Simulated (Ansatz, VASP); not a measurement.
# Sr in VASP and in Ansatz

```
Sr
1.0
     0.00000    2.96629    2.89023
     2.96629    0.00000    2.89023
     2.96629    2.96629    0.00000
Sr
1
Direct
  0.00000 0.00000 0.00000
```

Change from the starting cell: strain -0.025 along x and y, -0.050 along z, atoms carried along.

Alike in both runs: task single point; functional PBEsol; k mesh 10 × 10 × 10; occupations gaussian, width 0.03 eV; no spin polarisation.

|  | VASP | Ansatz |
| --- | --- | --- |
| version | VASP 6.6.1 | Ansatz 0.2.0 |
| potentials or method | VASP PAW PBE potentials, release 64 (Sr_sv), cutoff 520 eV | scalar-relativistic, plane waves, PAW |
| valence electrons in the cell | 10 | 10 |

|  | VASP | Ansatz | Ansatz less VASP |
| --- | --- | --- | --- |
| gap on the k mesh at the Fermi level (eV) | none | none | - |
| pressure (GPa) | 0.2 | 0.2 | -0.02 |

VASP's potentials were made for PBE, not for PBEsol. A gap of «none» marks a metal or a gap that the smearing closes.
